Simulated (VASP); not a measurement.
# NiO (Fm-3m) in VASP: a series of runs, part 2 of 3

VASP 6.6.1.

## (3) Single point, PBE+D4+U, collinear spin, ferromagnetic start (9.30 Å³/atom)

This run uses another cell than the first one, of 9.30 Å³/atom.

INCAR reads:

```
PREC = Accurate
ENCUT = 700
EDIFF = 1E-6
ISMEAR = 0
SIGMA = 0.05
LREAL = F
LASPH = T
NELM = 200
ALGO = Normal
ISIF = 2
LWAVE = F
LCHARG = T
ISPIN = 2
MAGMOM = 1.9 0.22
LORBIT = 11
LMAXMIX = 4
LDAU = T
LDAUTYPE = 2
LDAUL = 2 -1
LDAUU = 6.2 0
LDAUJ = 0 0
LDAUPRINT = 1
GGA = PE
IVDW = 13
LELF = T
LVHAR = T
NBANDS = 23
GGA_COMPAT = F
```

KPOINTS reads:

```
Automatic mesh
0
Gamma
  10 10 10
```

POSCAR reads:

```
NiO
1.0
    0.0000000000      2.1031129218      2.1031129218
    2.1031129218      0.0000000000      2.1031129218
    2.1031129218      2.1031129218      0.0000000000
Ni O
1 1
Direct
    0.0000000000      0.0000000000      0.0000000000
    0.5000000000      0.5000000000      0.5000000000
```

Potentials or basis: VASP PAW PBE potentials, release 64 (Ni_sv_GW, O).

Started as:

```
> cat potpaw_PBE.64/Ni_sv_GW/POTCAR potpaw_PBE.64/O/POTCAR > POTCAR
> mpirun -np 1 vasp_std > vasp.out
```

OUTCAR:

```text
PREC = Accurate
   ENCUT = 700
   EDIFF = 1E-6
   ISMEAR = 0
   LREAL = F
   LASPH = T
   NELM = 200
   ISIF = 2
   ISPIN = 2
   LORBIT = 11
   GGA = PE
   IVDW = 13

 ion  position               nearest neighbor table
   1  0.000  0.000  0.000-   2 2.10   2 2.10   2 2.10   2 2.10   2 2.10   2 2.10
   2  0.500  0.500  0.500-   1 2.10   1 2.10   1 2.10   1 2.10   1 2.10   1 2.10

  LATTYP: Found a face centered cubic cell.
 ALAT       =     4.2062258436

  Lattice vectors:

 A1 = (   0.0000000000,   2.1031129218,   2.1031129218)
 A2 = (   2.1031129218,   0.0000000000,   2.1031129218)
 A3 = (   2.1031129218,   2.1031129218,   0.0000000000)

Analysis of symmetry for initial positions (statically):
=====================================================================
 Subroutine PRICEL returns:
 Original cell was already a primitive cell.

 Routine SETGRP: Setting up the symmetry group for a
 face centered cubic supercell.

 Subroutine GETGRP returns: Found 48 space group operations
 (whereof 48 operations were pure point group operations)
 out of a pool of 48 trial point group operations.

The static configuration has the point symmetry O_h .

Analysis of symmetry for dynamics (positions and initial velocities):
=====================================================================
 Subroutine PRICEL returns:
 Original cell was already a primitive cell.

 Routine SETGRP: Setting up the symmetry group for a
 face centered cubic supercell.

 Subroutine GETGRP returns: Found 48 space group operations
 (whereof 48 operations were pure point group operations)
 out of a pool of 48 trial point group operations.

The dynamic configuration has the point symmetry O_h .

Analysis of structural, dynamic, and magnetic symmetry:
=====================================================================
 Subroutine PRICEL returns:
 Original cell was already a primitive cell.

 Routine SETGRP: Setting up the symmetry group for a
 face centered cubic supercell.

 Subroutine GETGRP returns: Found 48 space group operations
 (whereof 48 operations were pure point group operations)
 out of a pool of 48 trial point group operations.

The overall configuration has the point symmetry O_h .

 Subroutine INISYM returns: Found 48 space group operations
 (whereof 48 operations are pure point group operations),
 and found     1 'primitive' translations

----------------------------------------------------------------------------------------

                                     Primitive cell

  volume of cell :      18.6045

  direct lattice vectors                    reciprocal lattice vectors
     0.000000000  2.103112922  2.103112922    -0.237742822  0.237742822  0.237742822
     2.103112922  0.000000000  2.103112922     0.237742822 -0.237742822  0.237742822
     2.103112922  2.103112922  0.000000000     0.237742822  0.237742822 -0.237742822

  length of vectors
     2.974250817  2.974250817  2.974250817     0.411782646  0.411782646  0.411782646

[... 115 lines left out ...]
 spin polarized calculation
 Gauss-broadening in eV      SIGMA  =   0.05
  energy-cutoff  :      700.00
  volume of cell :       18.60
 maximum number of plane-waves:       801
 NGX is ok and might be reduce to    28
   NGX = 13   NGY = 13   NGZ = 13

atom =   1  type =  1  l = 2

 onsite density matrix

spin component  1

  0.9387  0.0000 -0.0000  0.0000 -0.0000
  0.0000  0.9387  0.0000 -0.0000  0.0000
 -0.0000  0.0000  0.9689  0.0000  0.0000
  0.0000 -0.0000  0.0000  0.9387 -0.0000
 -0.0000  0.0000  0.0000 -0.0000  0.9689

spin component  2

  0.9316  0.0000  0.0000  0.0000  0.0000
  0.0000  0.9316 -0.0000 -0.0000 -0.0000
  0.0000 -0.0000  0.0935 -0.0000  0.0000
  0.0000 -0.0000 -0.0000  0.9316  0.0000
  0.0000 -0.0000  0.0000  0.0000  0.0935

 occupancies and eigenvectors

  o =  0.0935  v =  0.0000  0.0000  0.0000  0.0000  0.0000  0.0000 -0.0000  0.0028  0.0000 -1.0000      0.0000  0.0000  0.0000  0.0000  0.0000  0.0000  0.0000  0.0000  0.0000  0.0000
  o =  0.0935  v =  0.0000  0.0000  0.0000  0.0000  0.0000  0.0000 -0.0000  1.0000 -0.0000  0.0028      0.0000  0.0000  0.0000  0.0000  0.0000  0.0000  0.0000  0.0000  0.0000  0.0000
  o =  0.9316  v =  0.0000  0.0000  0.0000  0.0000  0.0000  0.0000  0.8850  0.0000  0.4656  0.0000      0.0000  0.0000  0.0000  0.0000  0.0000  0.0000  0.0000  0.0000  0.0000  0.0000
  o =  0.9316  v =  0.0000  0.0000  0.0000  0.0000  0.0000  1.0000  0.0000  0.0000  0.0000  0.0000      0.0000  0.0000  0.0000  0.0000  0.0000  0.0000  0.0000  0.0000  0.0000  0.0000
  o =  0.9316  v =  0.0000  0.0000  0.0000  0.0000  0.0000  0.0000 -0.4656 -0.0000  0.8850  0.0000      0.0000  0.0000  0.0000  0.0000  0.0000  0.0000  0.0000  0.0000  0.0000  0.0000
  o =  0.9387  v =  1.0000  0.0000  0.0000  0.0000  0.0000  0.0000  0.0000  0.0000  0.0000  0.0000      0.0000  0.0000  0.0000  0.0000  0.0000  0.0000  0.0000  0.0000  0.0000  0.0000
  o =  0.9387  v =  0.0000 -0.4714 -0.0000  0.8819  0.0000  0.0000  0.0000  0.0000  0.0000  0.0000      0.0000  0.0000  0.0000  0.0000  0.0000  0.0000  0.0000  0.0000  0.0000  0.0000
  o =  0.9387  v =  0.0000  0.8819  0.0000  0.4714 -0.0000  0.0000  0.0000  0.0000  0.0000  0.0000      0.0000  0.0000  0.0000  0.0000  0.0000  0.0000  0.0000  0.0000  0.0000  0.0000
  o =  0.9689  v =  0.0000  0.0000 -0.1035 -0.0000  0.9946  0.0000  0.0000  0.0000  0.0000  0.0000      0.0000  0.0000  0.0000  0.0000  0.0000  0.0000  0.0000  0.0000  0.0000  0.0000
  o =  0.9689  v =  0.0000  0.0000 -0.9946 -0.0000 -0.1035  0.0000  0.0000  0.0000  0.0000  0.0000      0.0000  0.0000  0.0000  0.0000  0.0000  0.0000  0.0000  0.0000  0.0000  0.0000

 number of electron      23.9999991 magnetization       2.0000042

 Free energy of the ion-electron system (eV)
  ---------------------------------------------------
  ext. energy  EPLUGINS =         0.00000000
  ---------------------------------------------------
  free energy    TOTEN  =       -10.24471188 eV

  energy without entropy =      -10.24471188  energy(sigma->0) =      -10.24471188

 E-fermi :   6.5358     XC(G=0): -12.8798

 val. band max:        6.0025042788   @ k =   0.5000   0.0000   0.0000
 cond. band min:       8.2271805483   @ k =   0.0000   0.0000   0.0000
 fundamental gap:      2.2246762695
 Fermi energy:         6.5357554752

 spin component 1

 k-point     1 :       0.0000    0.0000    0.0000
  band No.  band energies     occupation
      1     -98.0372      1.00000
      2     -58.4137      1.00000
      3     -58.4137      1.00000
      4     -58.4137      1.00000
      5     -13.0214      1.00000
      6       0.4004      1.00000
[... 1241 lines left out ...]
     22      38.8444      0.00000
     23      38.9033      0.00000

 [... further k-points ...]

------------------------ aborting loop because EDIFF is reached ----------------------------------------

  DFT-D4 for vdW energy calculation

  Edisp (eV):   -0.60782

  FORCE on cell =-STRESS in cart. coord.  units (eV):
  Direction    XX          YY          ZZ          XY          YZ          ZX
  --------------------------------------------------------------------------------------
  -------------------------------------------------------------------------------------
  Total       0.93755     0.93755     0.93755    -0.00000    -0.00000     0.00000
  in kB      80.74011    80.74011    80.74011    -0.00000    -0.00000     0.00000
  external pressure =       80.74 kB  Pullay stress =        0.00 kB

 VOLUME and BASIS-vectors are now :
 -----------------------------------------------------------------------------
  energy-cutoff  :      700.00
  volume of cell :       18.60
      direct lattice vectors                 reciprocal lattice vectors
     0.000000000  2.103112922  2.103112922    -0.237742822  0.237742822  0.237742822
     2.103112922  0.000000000  2.103112922     0.237742822 -0.237742822  0.237742822
     2.103112922  2.103112922  0.000000000     0.237742822  0.237742822 -0.237742822

 POSITION                                       TOTAL-FORCE (eV/Angst)
 -----------------------------------------------------------------------------------
      0.00000      0.00000      0.00000         0.000000      0.000000      0.000000
      2.10311      2.10311      2.10311        -0.000000      0.000000     -0.000000
 -----------------------------------------------------------------------------------
    total drift:                                0.000000      0.000000      0.000000

  FREE ENERGIE OF THE ION-ELECTRON SYSTEM (eV)
  ---------------------------------------------------
  free  energy   TOTEN  =       -10.8525313552 eV

  energy  without entropy=      -10.8525313552  energy(sigma->0) =      -10.85253136

 total charge

# of ion       s       p       d       f       tot
--------------------------------------------------
    1        2.159   6.220   7.710   0.009  16.099
    2        1.544   3.490   0.000   0.000   5.034
--------------------------------------------------
tot          3.703   9.711   7.710   0.009  21.133

 magnetization (x)

# of ion       s       p       d       f       tot
--------------------------------------------------
    1        0.010   0.012   1.769   0.001   1.792
    2        0.022   0.148   0.000   0.000   0.170
--------------------------------------------------
tot          0.031   0.161   1.769   0.001   1.963
```

OSZICAR:

```text
N       E                     dE             d eps       ncg     rms          rms(c)
DAV:   1     0.277162108353E+03    0.27716E+03   -0.14798E+04  6476   0.418E+03
DAV:   2     0.184804373858E+01   -0.27531E+03   -0.26236E+03  7013   0.945E+02
DAV:   3    -0.115856511804E+02   -0.13434E+02   -0.13372E+02  6596   0.218E+02
DAV:   4    -0.117894580009E+02   -0.20381E+00   -0.20377E+00  6056   0.139E+01
DAV:   5    -0.117952128313E+02   -0.57548E-02   -0.57548E-02  5756   0.227E+00    0.148E+01
DAV:   6    -0.103544564564E+02    0.14408E+01   -0.31335E+01  7606   0.306E+02    0.986E+00
DAV:   7    -0.984731482882E+01    0.50714E+00   -0.65104E+00  6544   0.181E+02    0.348E+00
DAV:   8    -0.101558645124E+02   -0.30855E+00   -0.37509E-01  7405   0.231E+01    0.173E+00
DAV:   9    -0.102219361038E+02   -0.66072E-01   -0.19679E-01  7907   0.315E+01    0.781E-01
DAV:  10    -0.102424158122E+02   -0.20480E-01   -0.52426E-02  7428   0.831E+00    0.242E-01
DAV:  11    -0.102445069950E+02   -0.20912E-02   -0.12182E-03  7091   0.120E+00    0.904E-02
DAV:  12    -0.102445729758E+02   -0.65981E-04   -0.34089E-04  6549   0.583E-01    0.549E-02
DAV:  13    -0.102447052400E+02   -0.13226E-03   -0.57312E-05  7230   0.439E-01    0.136E-02
DAV:  14    -0.102447113171E+02   -0.60771E-05   -0.11634E-05  6403   0.156E-01    0.373E-03
DAV:  15    -0.102447118846E+02   -0.56754E-06   -0.46705E-07  2769   0.530E-02
   1 F= -.10852531E+02 E0= -.10852531E+02  d E =-.451278E-53  mag=     2.0000
```

stdout:

```text
POSCAR found type information on POSCAR NiO
 POSCAR found :  2 types and       2 ions
 scaLAPACK will be used
 LDA part: xc-table for (Slater+PW92), standard interpolation
 POSCAR, INCAR and KPOINTS ok, starting setup
 FFT: planning ... GRIDC
 FFT: planning ... GRID_SOFT
 FFT: planning ... GRID
 WAVECAR not read
 entering main loop
```

It took 88 s on 1 thread of Intel Xeon Platinum 8259CL at 2.50GHz (Skylake/Cascade Lake), shared host; peak memory 0.22 GiB.

Results:

```yaml
Free_energy: -10.8525 eV
Pressure: 8.1 GPa
Band_gap_on_the_k_mesh: 2.22 eV (least direct gap 3.40 eV)
Net_moment: 2.00 μB per cell
Site_moments: Ni +1.79; O +0.17 μB
Valence_electrons_inside_the_program's_atomic_spheres: Ni 16.10; O 5.03
Dispersion_energy_per_atom: -0.304 eV
```

Levels at points of the mesh, in eV from the valence-band top:
Spin up:
```
           k point  band 9  band 10  band 11  band 12  band 13  band 14  band 15  band 16  band 17  band 18
(0.00, 0.00, 0.00)   -4.58    -4.58    -1.67    -1.67    -1.67     2.22    18.40    18.77    18.77    18.77
(0.50, 0.00, 0.00)   -4.09    -4.09    -2.94     0.00     0.00     6.28    10.68    14.50    14.50    21.19
(0.50, 0.50, 0.00)   -4.68    -3.79    -3.79    -3.02    -3.02     6.56    11.43    12.08    17.16    17.16
```
Spin down:
| k point | band 8 | band 9 | band 10 | band 11 | band 12 | band 13 | band 14 | band 15 |
| --- | --- | --- | --- | --- | --- | --- | --- | --- |
| (0.00, 0.00, 0.00) | -3.54 | -1.34 | -1.34 | -1.34 | 2.57 | 2.76 | 2.76 | 18.35 |
| (0.50, 0.00, 0.00) | -3.83 | -1.99 | -1.99 | -1.98 | 5.10 | 5.10 | 6.46 | 11.15 |
| (0.50, 0.50, 0.00) | -2.72 | -2.72 | -2.66 | -2.66 | 3.26 | 3.69 | 7.17 | 11.71 |

Eigenvalues of the final occupation matrices:
```csv
site,spin,trace,eigenvalues
site 1 d,1,4.75,0.94 0.94 0.94 0.97 0.97
site 1 d,2,2.98,0.09 0.09 0.93 0.93 0.93
```

Caveat: the cell stands under pressure; a cell with one magnetic atom can't hold antiferromagnetic order, which such compounds often take.

(Part 2 of 3 ends here.)
